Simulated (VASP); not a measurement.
# PbS in VASP: settings compared

The runs below take PbS through work function, with LDA, PBE, PBEsol, RPBE.

Everything below comes from runs of VASP 6.6.1. Logs are shortened: lines on timing, memory, paths and dates and some standing lists are left out, and cuts for length are marked.

### 1 The cell of the first run

The cell holds a slab with vacuum, 8 atoms: a = 4.130 Å, b = 4.130 Å, c = 29.903 Å, α = 90.00°, β = 90.00°, γ = 89.21°.

### 2 Work function, LDA

INCAR reads:

```
PREC = Accurate
ENCUT = 520
EDIFF = 1E-7
ISMEAR = -1
SIGMA = 0.05
LREAL = False
LASPH = True
NELM = 100
ALGO = Normal
ISIF = 2
LWAVE = False
LCHARG = True
LDIPOL = True
IDIPOL = 3
DIPOL = 0.5 0.5 0.500
LELF = True
LVHAR = True
LVACPOTAV = True
```

KPOINTS reads:

```
Automatic mesh
0
Gamma
  5 5 1
```

POSCAR reads:

```
PbS
1.0
    4.1299564465      0.0000000000      0.0000000000
    0.0572742723      4.1295592873      0.0000000000
    0.0000000000      0.0000000000     29.9031159404
Pb S
4 4
Direct
    0.0260298216      0.0260298216      0.2508099830
    0.5249223974      0.5249223974      0.3576157736
    0.2096805613      0.2096805613      0.6423842264
    0.7085731371      0.7085731371      0.7491900170
    0.5257681466      0.5257681466      0.2656036579
    0.0251840724      0.0251840724      0.3428220987
    0.7094188862      0.7094188862      0.6571779013
    0.2088348121      0.2088348121      0.7343963421
```

Potentials or basis: VASP PAW LDA potentials, release 64 (Pb_d, S).

Command:

```bash
$ cat potpaw_LDA.64/Pb_d/POTCAR potpaw_LDA.64/S/POTCAR > POTCAR
$ mpirun -np 1 vasp_std > vasp.out
```

OUTCAR:

```text
PREC = Accurate
   ENCUT = 520
   EDIFF = 1E-7
   ISMEAR = -1
   LREAL = False
   LASPH = True
   NELM = 100
   ISIF = 2

 ion  position               nearest neighbor table
   1  0.026  0.026  0.251-   6 2.75   5 2.93   5 2.93   5 2.97   5 2.98
   2  0.525  0.525  0.358-   5 2.75   6 2.93   6 2.93   6 2.97   6 2.98
   3  0.210  0.210  0.642-   8 2.75   7 2.93   7 2.93   7 2.97   7 2.98
   4  0.709  0.709  0.749-   7 2.75   8 2.93   8 2.93   8 2.97   8 2.98
   5  0.526  0.526  0.266-   2 2.75   1 2.93   1 2.93   1 2.97   1 2.98
   6  0.025  0.025  0.343-   1 2.75   2 2.93   2 2.93   2 2.97   2 2.98
   7  0.709  0.709  0.657-   4 2.75   3 2.93   3 2.93   3 2.97   3 2.98
   8  0.209  0.209  0.734-   3 2.75   4 2.93   4 2.93   4 2.97   4 2.98

  LATTYP: Found a base centered orthorhombic cell.
 ALAT       =     5.7999999999
 B/A-ratio  =     1.0139655172
 C/A-ratio  =     5.1557096449

  Lattice vectors:

 A1 = (  -0.0572742723,  -4.1295592873,   0.0000000000)
 A2 = (   4.1299564465,   0.0000000000,   0.0000000000)
 A3 = (   0.0000000000,   0.0000000000,  29.9031159404)

Analysis of symmetry for initial positions (statically):
=====================================================================
 Subroutine PRICEL returns:
 Original cell was already a primitive cell.

 Routine SETGRP: Setting up the symmetry group for a
 base centered orthorhombic supercell.

 Subroutine GETGRP returns: Found  4 space group operations
 (whereof  2 operations were pure point group operations)
 out of a pool of  8 trial point group operations.

The static configuration has the point symmetry C_1h.
 The point group associated with its full space group is C_2h.

Analysis of symmetry for dynamics (positions and initial velocities):
=====================================================================
 Subroutine PRICEL returns:
 Original cell was already a primitive cell.

 Routine SETGRP: Setting up the symmetry group for a
 base centered orthorhombic supercell.

 Subroutine GETGRP returns: Found  4 space group operations
 (whereof  2 operations were pure point group operations)
 out of a pool of  8 trial point group operations.

The dynamic configuration has the point symmetry C_1h.
 The point group associated with its full space group is C_2h.

 Subroutine INISYM returns: Found  4 space group operations
 (whereof  2 operations are pure point group operations),
 and found     1 'primitive' translations

----------------------------------------------------------------------------------------

                                     Primitive cell

  volume of cell :     509.9947

  direct lattice vectors                    reciprocal lattice vectors
     4.129956446  0.000000000  0.000000000     0.242133304 -0.003358230  0.000000000
     0.057274272  4.129559287  0.000000000     0.000000000  0.242156591  0.000000000
     0.000000000  0.000000000 29.903115940     0.000000000  0.000000000  0.033441331

  length of vectors
     4.129956446  4.129956446 29.903115940     0.242156591  0.242156591  0.033441331

  position of ions in fractional coordinates (direct lattice)
     0.026029822  0.026029822  0.250809983
     0.524922397  0.524922397  0.357615774
     0.209680561  0.209680561  0.642384226
     0.708573137  0.708573137  0.749190017
     0.525768147  0.525768147  0.265603658
     0.025184072  0.025184072  0.342822099
     0.709418886  0.709418886  0.657177901
     0.208834812  0.208834812  0.734396342

  ion indices of the primitive-cell ions
   primitive index   ion index
                 1           1
                 2           2
                 3           3
                 4           4
                 5           5
                 6           6
                 7           7
                 8           8

----------------------------------------------------------------------------------------

 KPOINTS: Automatic mesh

Automatic generation of k-mesh.
 Grid dimensions read from file:
 generate k-points for:    5    5    1

 Generating k-lattice:

  Cartesian coordinates                     Fractional coordinates (reciprocal lattice)
     0.048426661 -0.000671646  0.000000000     0.200000000 -0.000000000  0.000000000
     0.000000000  0.048431318  0.000000000     0.000000000  0.200000000  0.000000000
     0.000000000  0.000000000  0.033441331     0.000000000  0.000000000  1.000000000

  Length of vectors
     0.048431318  0.048431318  0.033441331

  Shift w.r.t. Gamma in fractional coordinates (k-lattice)
     0.000000000  0.000000000  0.000000000

 Subroutine IBZKPT returns following result:
 ===========================================

 Found      9 irreducible k-points:

 Following reciprocal coordinates:
            Coordinates               Weight
  0.000000  0.000000  0.000000      1.000000
  0.200000  0.000000  0.000000      4.000000
  0.400000 -0.000000  0.000000      4.000000
  0.200000  0.200000  0.000000      2.000000
  0.400000  0.200000  0.000000      4.000000
 -0.400000  0.200000  0.000000      4.000000
 -0.200000  0.200000  0.000000      2.000000
  0.400000  0.400000  0.000000      2.000000
 -0.400000  0.400000  0.000000      2.000000
   k-points           NKPTS =      9   k-points in BZ     NKDIM =      9   number of bands    NBANDS=     48
   number of dos      NEDOS =    301   number of ions     NIONS =      8
   total plane-waves  NPLWV = 229376
   dimension x,y,z NGX =    32 NGY =   32 NGZ =  224
   dimension x,y,z NGXF=    64 NGYF=   64 NGZF=  448
   ions per type =               4   4
   NGX,Y,Z   is equivalent  to a cutoff of  12.88, 12.88, 12.45 a.u.
   NGXF,Y,Z  is equivalent  to a cutoff of  25.76, 25.76, 24.91 a.u.
 SYSTEM =  unknown system
   PREC   = accura    normal or accurate (medium, high low for compatibility)
   ISTART =      0    job   : 0-new  1-cont  2-samecut
   ICHARG =      2    charge: 1-file 2-atom 10-const
   ISPIN  =      1    spin polarized calculation?
   LNONCOLLINEAR =      F non collinear calculations
   LSORBIT =      F    spin-orbit coupling
   LASPH  =      T    aspherical Exc in radial PAW
   ENCUT  =  520.0 eV  38.22 Ry    6.18 a.u.   7.68  7.68 55.60*2*pi/ulx,y,z
   NELM   =    100;   NELMIN=  2; NELMDL= -5     # of ELM steps
   EDIFF  = 0.1E-06   stopping-criterion for ELM
   LREAL  =      F    real-space projection
   EDIFFG = 0.1E-05   stopping-criterion for IOM
   NSW    =      0    number of steps for IOM
   IBRION =     -1    ionic relax: 0-MD 1-quasi-New 2-CG
   NFREE  =      0    steps in history (QN), initial steepest desc. (CG)
   ISIF   =      2    stress and relaxation
   ISYM   =      2    0-nonsym 1-usesym 2-fastsym
   POTIM  = 0.5000    time-step for ionic-motion
   TEBEG  =    0.0;   TEEND  =   0.0 temperature during run
   PSTRESS=    0.0 pullay stress
   NELECT =      80.0000    total number of electrons
   NUPDOWN=      -1.0000    fix difference up-down
   EMIN   =  10.00;   EMAX   =-10.00  energy-range for DOS
   EFERMI =   0.00;   METHOD = LEGACY
   ISMEAR =    -1;   SIGMA  =   0.05  broadening in eV -4-tet -1-fermi 0-gaus
   EFERMI_NEDOS =   21; number of points for ismear=-14 and -15
   IALGO  =     38    algorithm
   IMIX   =      4    mixing-type and parameters
     AMIX     =   0.40;   BMIX     =  1.00
     AMIX_MAG =   1.60;   BMIX_MAG =  1.00
  volume/ion in A,a.u.               =      63.75       430.20
  Fermi-wavevector in a.u.,A,eV,Ry     =   0.882910  1.668457 10.606143  0.779530
  Thomas-Fermi vector in A             =   2.003605
   LORBIT       =      0    0 simple, 1 ext, 2 COOP (PROOUT), +10 PAW based schemes
   GGA     = CA    functional components
   LHFCALC =     F    Hartree Fock is set to
   AEXX    =    0.0000 exact exchange contribution
   IVDW    =     0    specifies the selected vdW correction
   LEPSILON=     F    determine dielectric tensor
   LRPA    =     F    only Hartree local field effects (RPA)
 non-spin polarized calculation
  energy-cutoff  :      520.00
  volume of cell :      509.99
 maximum number of plane-waves:     13757
   NGX = 15   NGY = 15   NGZ =111

 number of electron      80.0000008 magnetization

 dipolmoment           0.000000      0.000000      0.000000 electrons x Angstroem

 Free energy of the ion-electron system (eV)
  ---------------------------------------------------
  ext. energy  EPLUGINS =         0.00000000
  ---------------------------------------------------
  free energy    TOTEN  =       -38.64325024 eV

  energy without entropy =      -38.64324755  energy(sigma->0) =      -38.64324890

 E-fermi :   0.0776     XC(G=0):  -4.8147

 val. band max:       -0.5645642610   @ k =   0.4000  -0.0000   0.0000
 cond. band min:       0.6211485678   @ k =   0.0000   0.0000   0.0000
 fundamental gap:      1.1857128288
 Fermi energy:         0.0775604939

 k-point     1 :       0.0000    0.0000    0.0000
  band No.  band energies     occupation
      1     -16.8987      2.00000
      2     -16.8987      2.00000
      3     -16.8127      2.00000
      4     -16.8127      2.00000
      5     -16.8107      2.00000
      6     -16.8107      2.00000
[... 40 lines left out ...]
     47       4.2623      0.00000
     48       4.5201      0.00000

 k-point     2 :       0.2000    0.0000    0.0000
  band No.  band energies     occupation
      1     -16.8799      2.00000
      2     -16.8799      2.00000
      3     -16.8119      2.00000
      4     -16.8118      2.00000
      5     -16.7963      2.00000
      6     -16.7963      2.00000
[... 40 lines left out ...]
     47       3.5499      0.00000
     48       3.5629      0.00000

 k-point     3 :       0.4000   -0.0000    0.0000
  band No.  band energies     occupation
      1     -16.8468      2.00000
      2     -16.8468      2.00000
      3     -16.8222      2.00000
      4     -16.8222      2.00000
      5     -16.7912      2.00000
      6     -16.7912      2.00000
[... 295 lines left out ...]
     47       4.1101      0.00000
     48       4.1221      0.00000

 k-point     9 :      -0.4000    0.4000    0.0000
  band No.  band energies     occupation
      1     -16.8913      2.00000
      2     -16.8913      2.00000
      3     -16.8849      2.00000
      4     -16.8849      2.00000
      5     -16.7924      2.00000
      6     -16.7924      2.00000
[... 40 lines left out ...]
     47       4.0385      0.00000
     48       4.0496      0.00000

------------------------ aborting loop because EDIFF is reached ----------------------------------------

  FORCE on cell =-STRESS in cart. coord.  units (eV):
  Direction    XX          YY          ZZ          XY          YZ          ZX
  --------------------------------------------------------------------------------------
  -------------------------------------------------------------------------------------
  Total       -3.5852931     -3.5563886     -6.5310669     -1.0420277      0.0178953      0.0181452
  in kB      -11.2634031    -11.1725980    -20.5177197     -3.2735895      0.0562190      0.0570042
  external PRESSURE =     -14.3179069 kB  Pullay stress =       0.0000000 kB

 VOLUME and BASIS-vectors are now :
 -----------------------------------------------------------------------------
  energy-cutoff  :      520.00
  volume of cell :      509.99
      direct lattice vectors                 reciprocal lattice vectors
     4.129956446  0.000000000  0.000000000     0.242133304 -0.003358230  0.000000000
     0.057274272  4.129559287  0.000000000     0.000000000  0.242156591  0.000000000
     0.000000000  0.000000000 29.903115940     0.000000000  0.000000000  0.033441331

 POSITION                                       TOTAL-FORCE (eV/Angst)
 -----------------------------------------------------------------------------------
      0.10899      0.10749      7.50000        -0.000798     -0.000787      0.814124
      2.19797      2.16770     10.69383         0.000388      0.000383     -0.815030
      0.87798      0.86589     19.20929        -0.000388     -0.000383      0.815030
      2.96696      2.92609     22.40312         0.000798      0.000787     -0.814124
      2.20151      2.17119      7.94238        -0.003111     -0.003068      0.267609
      0.10545      0.10400     10.25145         0.003104      0.003061     -0.267625
      2.97050      2.92959     19.65167        -0.003104     -0.003061      0.267625
      0.87444      0.86240     21.96074         0.003111      0.003068     -0.267609
 -----------------------------------------------------------------------------------
    total drift:                               -0.000002     -0.000002      0.000012

  FREE ENERGIE OF THE ION-ELECTRON SYSTEM (eV)
  ---------------------------------------------------
  free  energy   TOTEN  =       -38.6432502422 eV

  energy  without entropy=      -38.6432475500  energy(sigma->0) =      -38.64324890

 vacuum level on the upper side and lower side of the slab         3.801         3.801
```

Wall time 2.9 min (1 thread of AMD EPYC 9R45 (Zen 5), shared host); peak memory 0.43 GiB.

What came out:

```yaml
Free_energy: -38.6433 eV
Largest_force: 0.815 eV/Å
Band_gap_on_the_k_mesh: 1.19 eV (least direct gap 1.19 eV)
```

Forces in eV/Å, atoms in the order of the input:
```
Pb  -0.001 -0.001  0.814
Pb   0.000  0.000 -0.815
Pb   0.000  0.000  0.815
Pb   0.001  0.001 -0.814
S   -0.003 -0.003  0.268
S    0.003  0.003 -0.268
S   -0.003 -0.003  0.268
S    0.003  0.003 -0.268
```

Levels at points of the mesh, in eV from the valence-band top:
| k point | band 38 | band 39 | band 40 | band 41 | band 42 | band 43 |
| --- | --- | --- | --- | --- | --- | --- |
| (0.00, 0.00, 0.00) | -1.35 | -0.01 | -0.01 | 1.19 | 1.24 | 3.27 |

Caveat: spin-orbit coupling is left out, which moves the levels of the heavy elements.

[end of part 1 of 2]
